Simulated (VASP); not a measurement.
# C (P6/mmm) in VASP: a series of runs

The runs below take C through single point, with PBE.

Everything below comes from runs of VASP 6.6.1. Logs are shortened: lines on timing, memory, paths and dates and some standing lists are left out, and cuts for length are marked.

## (1) The cell of the first run

It takes space group P6/mmm (No. 191, hexagonal). The conventional cell has a = 6.394 Å, b = 6.394 Å, c = 1.301 Å, α = 90.00°, β = 90.00°, γ = 120.00°. Within 1.7 Å of C (site symmetry 6/mmm) lie 2 C at 1.30 Å. C (site symmetry -6m2) has 2 C at 1.30 Å within 1.7 Å.

## (2) Single point, PBE (15.36 Å³/atom)

The input, INCAR:

```
PREC     = Accurate       # precision mode
ENCUT    = 520            # plane-wave cutoff, eV
EDIFF    = 1E-6           # SCF threshold, eV
ISMEAR   = -1             # smearing method
SIGMA    = 0.1            # smearing width, eV
LREAL    = F              # projectors in reciprocal space
LASPH    = T              # aspherical terms in the spheres
NELM     = 60             # most SCF steps
ALGO     = Normal         # electronic algorithm
ISIF     = 2              # what is computed and relaxed
LWAVE    = F              # write WAVECAR
LCHARG   = F              # write CHGCAR
GGA      = PE             # functional
NBANDS   = 13             # bands
```

The input, KPOINTS:

```
regular mesh
0
Gamma
  7 7 27
```

The input, POSCAR:

```
C
1.0
    6.3941801304      0.0000000001      0.0000000000
   -3.1970900653      5.5375224293      0.0000000000
    0.0000000000      0.0000000000      1.3011565173
C
3
Direct
    0.0000000000      0.0000000000      0.0000000000
    0.3333333333      0.6666666667      0.5000000000
    0.6666666667      0.3333333333      0.5000000000
```

Potentials or basis: VASP PAW PBE potentials, release 64 (C).

Launch:

```
> cat potpaw_PBE.64/C/POTCAR > POTCAR
> mpirun -np 1 vasp_std > vasp.out
```

OUTCAR:

```text
PREC = Accurate
   ENCUT = 520
   EDIFF = 1E-6
   ISMEAR = -1
   LREAL = F
   LASPH = T
   NELM = 60
   ISIF = 2
   GGA = PE

 ion  position               nearest neighbor table
   1  0.000  0.000  0.000-
   2  0.333  0.667  0.500-
   3  0.667  0.333  0.500-

  LATTYP: Found a hexagonal cell.
 ALAT       =     6.3941801304
 C/A-ratio  =     0.2034907511

  Lattice vectors:

 A1 = (   6.3941801304,   0.0000000001,   0.0000000000)
 A2 = (  -3.1970900653,   5.5375224293,   0.0000000000)
 A3 = (   0.0000000000,   0.0000000000,   1.3011565173)

Analysis of symmetry for initial positions (statically):
=====================================================================
 Subroutine PRICEL returns:
 Original cell was already a primitive cell.

 Routine SETGRP: Setting up the symmetry group for a
 hexagonal supercell.

 Subroutine GETGRP returns: Found 24 space group operations
 (whereof 24 operations were pure point group operations)
 out of a pool of 24 trial point group operations.

The static configuration has the point symmetry D_6h.

Analysis of symmetry for dynamics (positions and initial velocities):
=====================================================================
 Subroutine PRICEL returns:
 Original cell was already a primitive cell.

 Routine SETGRP: Setting up the symmetry group for a
 hexagonal supercell.

 Subroutine GETGRP returns: Found 24 space group operations
 (whereof 24 operations were pure point group operations)
 out of a pool of 24 trial point group operations.

The dynamic configuration has the point symmetry D_6h.

 Subroutine INISYM returns: Found 24 space group operations
 (whereof 24 operations are pure point group operations),
 and found     1 'primitive' translations

----------------------------------------------------------------------------------------

                                     Primitive cell

  volume of cell :      46.0712

  direct lattice vectors                    reciprocal lattice vectors
     6.394180130  0.000000000  0.000000000     0.156392216  0.090293088  0.000000000
    -3.197090065  5.537522429  0.000000000    -0.000000000  0.180586176  0.000000000
     0.000000000  0.000000000  1.301156517     0.000000000  0.000000000  0.768547048

  length of vectors
     6.394180130  6.394180130  1.301156517     0.180586176  0.180586176  0.768547048

  position of ions in fractional coordinates (direct lattice)
     0.000000000  0.000000000  0.000000000
     0.333333333  0.666666667  0.500000000
     0.666666667  0.333333333  0.500000000

  ion indices of the primitive-cell ions
   primitive index   ion index
                 1           1
                 2           2
                 3           3

----------------------------------------------------------------------------------------

 KPOINTS: regular mesh

Automatic generation of k-mesh.
 Grid dimensions read from file:
 generate k-points for:    7    7   27

 Generating k-lattice:

  Cartesian coordinates                     Fractional coordinates (reciprocal lattice)
     0.022341745  0.012899013  0.000000000     0.142857143 -0.000000000  0.000000000
    -0.000000000  0.025798025  0.000000000     0.000000000  0.142857143  0.000000000
     0.000000000  0.000000000  0.028464705     0.000000000  0.000000000  0.037037037

  Length of vectors
     0.025798025  0.025798025  0.028464705

  Shift w.r.t. Gamma in fractional coordinates (k-lattice)
     0.000000000  0.000000000  0.000000000

 Subroutine IBZKPT returns following result:
 ===========================================

 Found    112 irreducible k-points:

 Following reciprocal coordinates:
            Coordinates               Weight
  0.000000  0.000000  0.000000      1.000000
  0.142857  0.000000  0.000000      6.000000
  0.285714  0.000000  0.000000      6.000000
  0.428571 -0.000000  0.000000      6.000000
  0.142857  0.142857  0.000000      6.000000
  0.285714  0.142857  0.000000     12.000000
[... 16 lines left out ...]
  0.428571  0.142857  0.074074     12.000000
  0.285714  0.285714  0.074074     12.000000
 [... further k-points ...]
   k-points           NKPTS =    112   k-points in BZ     NKDIM =    112   number of bands    NBANDS=     13
   number of dos      NEDOS =    301   number of ions     NIONS =      3
   total plane-waves  NPLWV =  23040
   dimension x,y,z NGX =    48 NGY =   48 NGZ =   10
   dimension x,y,z NGXF=    96 NGYF=   96 NGZF=   20
   ions per type =               3
   NGX,Y,Z   is equivalent  to a cutoff of  12.48, 12.48, 12.78 a.u.
   NGXF,Y,Z  is equivalent  to a cutoff of  24.96, 24.96, 25.55 a.u.
 SYSTEM =  unknown system
   PREC   = accura    normal or accurate (medium, high low for compatibility)
   ISTART =      0    job   : 0-new  1-cont  2-samecut
   ICHARG =      2    charge: 1-file 2-atom 10-const
   ISPIN  =      1    spin polarized calculation?
   LNONCOLLINEAR =      F non collinear calculations
   LSORBIT =      F    spin-orbit coupling
   LASPH  =      T    aspherical Exc in radial PAW
   ENCUT  =  520.0 eV  38.22 Ry    6.18 a.u.  11.89 11.89  2.42*2*pi/ulx,y,z
   NELM   =     60;   NELMIN=  2; NELMDL= -5     # of ELM steps
   EDIFF  = 0.1E-05   stopping-criterion for ELM
   LREAL  =      F    real-space projection
   EDIFFG = 0.1E-04   stopping-criterion for IOM
   NSW    =      0    number of steps for IOM
[... 5 lines left out ...]
   TEBEG  =    0.0;   TEEND  =   0.0 temperature during run
   PSTRESS=    0.0 pullay stress
   NELECT =      12.0000    total number of electrons
   NUPDOWN=      -1.0000    fix difference up-down
   EMIN   =  10.00;   EMAX   =-10.00  energy-range for DOS
   EFERMI =   0.00;   METHOD = LEGACY
   ISMEAR =    -1;   SIGMA  =   0.10  broadening in eV -4-tet -1-fermi 0-gaus
   EFERMI_NEDOS =   21; number of points for ismear=-14 and -15
   IALGO  =     38    algorithm
   IMIX   =      4    mixing-type and parameters
     AMIX     =   0.40;   BMIX     =  1.00
     AMIX_MAG =   1.60;   BMIX_MAG =  1.00
  volume/ion in A,a.u.               =      15.36       103.63
  Fermi-wavevector in a.u.,A,eV,Ry     =   1.045503  1.975714 14.872209  1.093076
  Thomas-Fermi vector in A             =   2.180301
   LORBIT       =      0    0 simple, 1 ext, 2 COOP (PROOUT), +10 PAW based schemes
   GGA     = PE    functional components
   LHFCALC =     F    Hartree Fock is set to
   AEXX    =    0.0000 exact exchange contribution
   IVDW    =     0    specifies the selected vdW correction
   LEPSILON=     F    determine dielectric tensor
   LRPA    =     F    only Hartree local field effects (RPA)
 non-spin polarized calculation
  energy-cutoff  :      520.00
  volume of cell :       46.07
 maximum number of plane-waves:      1280
 NGX is ok and might be reduce to    48
   NGX = 23   NGY = 23   NGZ =  5

 number of electron      11.9999999 magnetization

 Free energy of the ion-electron system (eV)
  ---------------------------------------------------
  ext. energy  EPLUGINS =         0.00000000
  ---------------------------------------------------
  free energy    TOTEN  =       -24.70564592 eV

  energy without entropy =      -24.68557465  energy(sigma->0) =      -24.69561029

 E-fermi :   0.0503     XC(G=0):  -7.8267

 val. band max:       -0.0048147541   @ k =   0.1429   0.0000   0.2593
 cond. band min:       0.1196064247   @ k =   0.4286  -0.0000   0.2593
 fundamental gap:      0.1244211788
 Fermi energy:         0.0502867839

 k-point     1 :       0.0000    0.0000    0.0000
  band No.  band energies     occupation
      1     -16.2567      2.00000
      2     -15.9592      2.00000
      3     -15.9590      2.00000
      4      -5.4180      2.00000
      5      -5.4180      2.00000
      6      -5.4179      2.00000
      7      -5.4179      2.00000
      8      -4.4712      2.00000
      9      -4.4712      2.00000
     10       4.7218      0.00000
     11       8.8693      0.00000
     12       8.8693      0.00000
     13       8.8693      0.00000

 k-point     2 :       0.1429    0.0000    0.0000
  band No.  band energies     occupation
      1     -16.2403      2.00000
      2     -15.9698      2.00000
      3     -15.9666      2.00000
      4      -5.6000      2.00000
      5      -5.5588      2.00000
      6      -5.2096      2.00000
      7      -5.1826      2.00000
      8      -4.5725      2.00000
      9      -4.4912      2.00000
     10       4.9199      0.00000
     11       8.3450      0.00000
     12       8.7105      0.00000
     13       8.7130      0.00000

 k-point     3 :       0.2857    0.0000    0.0000
  band No.  band energies     occupation
      1     -16.1947      2.00000
      2     -16.0048      2.00000
      3     -15.9810      2.00000
      4      -5.7343      2.00000
      5      -5.5583      2.00000
      6      -4.9995      2.00000
      7      -4.9351      2.00000
      8      -4.8304      2.00000
      9      -4.5529      2.00000
     10       5.4634      0.00000
     11       7.6377      0.00000
     12       8.0119      0.00000
     13       8.7413      0.00000
[... 305 lines left out ...]
 k-point    23 :       0.4286    0.1429    0.0741
  band No.  band energies     occupation
      1     -15.8098      2.00000
      2     -15.8098      2.00000
      3     -15.7309      2.00000
      4      -5.2945      2.00000
      5      -4.8885      2.00000
      6      -4.8884      2.00000
      7      -4.2841      2.00000
      8      -4.2488      2.00000
      9      -4.2488      2.00000
     10       7.0839      0.00000
     11       7.0839      0.00000
     12       7.5432      0.00000
     13       9.7555      0.00000

 k-point    24 :       0.2857    0.2857    0.0741
  band No.  band energies     occupation
      1     -15.8196      2.00000
      2     -15.7656      2.00000
      3     -15.7656      2.00000
      4      -5.1241      2.00000
      5      -5.1241      2.00000
      6      -4.8779      2.00000
      7      -4.2655      2.00000
      8      -4.2654      2.00000
      9      -4.1917      2.00000
     10       6.8983      0.00000
     11       7.4190      0.00000
     12       7.4190      0.00000
     13       9.7248      0.00000

 [... further k-points ...]

------------------------ aborting loop because EDIFF is reached ----------------------------------------

  FORCE on cell =-STRESS in cart. coord.  units (eV):
  Direction    XX          YY          ZZ          XY          YZ          ZX
  --------------------------------------------------------------------------------------
  -------------------------------------------------------------------------------------
  Total        0.2032493      0.2032493     -5.3066425     -0.0000000      0.0000000     -0.0000000
  in kB        7.0682133      7.0682133   -184.5442440     -0.0000000      0.0000000     -0.0000000
  external PRESSURE =     -56.8026058 kB  Pullay stress =       0.0000000 kB

 VOLUME and BASIS-vectors are now :
 -----------------------------------------------------------------------------
  energy-cutoff  :      520.00
  volume of cell :       46.07
      direct lattice vectors                 reciprocal lattice vectors
     6.394180130  0.000000000  0.000000000     0.156392216  0.090293088  0.000000000
    -3.197090065  5.537522429  0.000000000    -0.000000000  0.180586176  0.000000000
     0.000000000  0.000000000  1.301156517     0.000000000  0.000000000  0.768547048

 POSITION                                       TOTAL-FORCE (eV/Angst)
 -----------------------------------------------------------------------------------
      0.00000      0.00000      0.00000        -0.000000     -0.000000      0.000000
     -0.00000      3.69168      0.65058         0.000000     -0.000000      0.000000
      3.19709      1.84584      0.65058        -0.000000      0.000000     -0.000000
 -----------------------------------------------------------------------------------
    total drift:                               -0.000000      0.000000      0.000000

  FREE ENERGIE OF THE ION-ELECTRON SYSTEM (eV)
  ---------------------------------------------------
  free  energy   TOTEN  =       -24.7056459248 eV

  energy  without entropy=      -24.6855746453  energy(sigma->0) =      -24.69561029
```

Wall time 59 s (1 thread of Intel Xeon 8259CL, shared host); peak memory 0.18 GiB.

What came out:

```
Free energy            : -24.7056 eV
Pressure               : -5.7 GPa
Band gap on the k mesh : zero (bands 6 and 7 overlap by 14.03 eV)
```

Caveat: the stress differs along the axes, from -18 to 1 GPa.

## (3) Single point, PBE (15.95 Å³/atom)

This run uses another cell than the first one, of 15.95 Å³/atom.

The input, INCAR:

```
PREC = Accurate
ENCUT = 520
EDIFF = 1E-6
ISMEAR = -1
SIGMA = 0.1
LREAL = F
LASPH = T
NELM = 100
ALGO = Normal
ISIF = 2
LWAVE = F
LCHARG = F
GGA = PE
NBANDS = 13
```

KPOINTS is that of step 2.

The input, POSCAR:

```
C
1.0
    6.4751277127      0.0000000001      0.0000000000
   -3.2375638564      5.6076250919      0.0000000000
    0.0000000000      0.0000000000      1.3176286017
C
3
Direct
    0.0000000000      0.0000000000      0.0000000000
    0.3333333333      0.6666666667      0.5000000000
    0.6666666667      0.3333333333      0.5000000000
```

Potentials or basis: VASP PAW PBE potentials, release 64 (C).

Launch:

```
> cat potpaw_PBE.64/C/POTCAR > POTCAR
> mpirun -np 1 vasp_std > vasp.out
```

Wall time 64 s (1 thread of Intel Xeon 8259CL, shared host); peak memory 0.18 GiB.

The run converged. Its results:

* Free energy: -24.6170 eV
* Pressure: -10.3 GPa
* Band gap on the k mesh: zero (bands 6 and 7 overlap by 13.30 eV)

Stress tensor (GPa, compression positive):
```
  0.55   0.00   0.00
  0.00   0.55   0.00
  0.00   0.00 -32.13
```

Levels at points of the mesh, in eV from the Fermi level:
```
           k point  band 4  band 5  band 6  band 7  band 8  band 9  band 10  band 11
(0.00, 0.00, 0.00)   -5.31   -5.31   -5.31   -5.31   -4.42   -4.42     4.64     8.72
```

Caveat: the stress differs along the axes, from -32 to 1 GPa.

## (4) Single point, PBE (16.54 Å³/atom)

This run uses another cell than the first one, of 16.54 Å³/atom.

The input, INCAR:

```
SYSTEM = C
PREC = Accurate
ENCUT = 520
EDIFF = 1E-7
ISMEAR = -1
SIGMA = 0.1
LREAL = .False.
LASPH = .True.
NELM = 80
ALGO = Normal
ISIF = 2
LWAVE = .False.
LCHARG = .True.
GGA = PE
LELF = .True.
LVHAR = .True.
NBANDS = 13
```

The input, KPOINTS:

```
Automatic mesh
0
Gamma
  7 7 27
  0 0 0
```

The input, POSCAR:

```
C
1.0
    6.5541004679      0.0000000001      0.0000000000
   -3.2770502340      5.6760175042      0.0000000000
    0.0000000000      0.0000000000      1.3336988269
C
3
Direct
    0.0000000000      0.0000000000      0.0000000000
    0.3333333333      0.6666666667      0.5000000000
    0.6666666667      0.3333333333      0.5000000000
```

Launch:

```
> cat potpaw_PBE.64/C/POTCAR > POTCAR
> mpirun -np 1 vasp_std > vasp.out
```

It took 1.7 min on 1 thread of Intel Xeon 8259CL, shared host; peak memory 0.19 GiB.

Results (log left out):

```
Free energy            : -24.4810 eV
Pressure               : -14.3 GPa
Band gap on the k mesh : zero (bands 6 and 7 overlap by 12.61 eV)
```

Stress tensor (GPa, compression positive):
```
  0.43   0.00   0.00
  0.00   0.43   0.00
  0.00   0.00 -43.62
```

Levels at points of the mesh, in eV from the Fermi level:
```tsv
k point	band 3	band 4	band 5	band 6	band 7	band 8	band 9	band 10	band 11	band 12
(0.00, 0.00, 0.00)	-15.77	-5.17	-5.17	-5.17	-5.17	-4.33	-4.33	4.61	8.63	8.63
```

Caveat: the stress differs along the axes, from -44 to 0 GPa.

## (5) Single point, PBE

This run uses another cell than the first one, of 14.77 Å³/atom.

The input, INCAR:

```
SYSTEM = C
PREC = Accurate
ENCUT = 520
EDIFF = 1E-6
ISMEAR = -1
SIGMA = 0.1
LREAL = .FALSE.
LASPH = .TRUE.
NELM = 60
ALGO = Normal
ISIF = 2
LWAVE = .FALSE.
LCHARG = .FALSE.
GGA = PE
NBANDS = 13
```

The input, KPOINTS:

```
regular mesh
0
G
  11 11 15
  0 0 0
```

The input, POSCAR:

```
C
1.0
    6.3111294297      0.0000000001      0.0000000000
   -3.1555647149      5.4655984127      0.0000000000
    0.0000000000      0.0000000000      1.2842564679
C
3
Direct
    0.0000000000      0.0000000000      0.0000000000
    0.3333333333      0.6666666667      0.5000000000
    0.6666666667      0.3333333333      0.5000000000
```

Launch:

```
> cat potpaw_PBE.64/C/POTCAR > POTCAR
> mpirun -np 1 vasp_std > vasp.out
```

It took 70 s on 1 thread of Intel Xeon 8259CL, shared host; peak memory 0.19 GiB.

The run converged. Its results:

- Free energy: -24.6684 eV
- Pressure: -0.1 GPa
- Band gap on the k mesh: zero (bands 6 and 7 overlap by 14.50 eV)

Stress tensor (GPa, compression positive):
```
-0.03  0.00  0.00
 0.00 -0.03  0.00
 0.00  0.00 -0.36
```

Levels at points of the mesh, in eV from the Fermi level:
```csv
k point,band 5,band 6,band 7,band 8,band 9,band 10
"(0.00, 0.00, 0.00)",-5.95,-5.95,-5.95,-4.95,-4.95,4.40
```

## (6) Summary

```tsv
cell	k mesh	gap on the mesh (eV)	pressure (GPa)
a = 6.394, b = 6.394, c = 1.301 Å, angles 90.0, 90.0, 120.0°, 3 atoms	7 × 7 × 27	none	-5.7
a = 6.475, b = 6.475, c = 1.318 Å, angles 90.0, 90.0, 120.0°, 3 atoms	7 × 7 × 27	none	-10.3
a = 6.554, b = 6.554, c = 1.334 Å, angles 90.0, 90.0, 120.0°, 3 atoms	7 × 7 × 27	none	-14.3
a = 6.311, b = 6.311, c = 1.284 Å, angles 90.0, 90.0, 120.0°, 3 atoms	11 × 11 × 15	none	-0.1
```

Alike in all rows: task single point; level PBE; potentials or basis VASP PAW PBE potentials, release 64 (C); no spin polarisation; cutoff (eV) 520; smearing fermi-dirac 0.1 eV.

Caveats: the stress differs along the axes, from -18 to 1 GPa (at least some runs); the stress differs along the axes, from -32 to 1 GPa (at least some runs); the stress differs along the axes, from -44 to 0 GPa (at least some runs).

Absolute energies hang on the potentials; compare differences alone.

The gap in the log of VASP goes by the Fermi energy; the results here count the filled bands.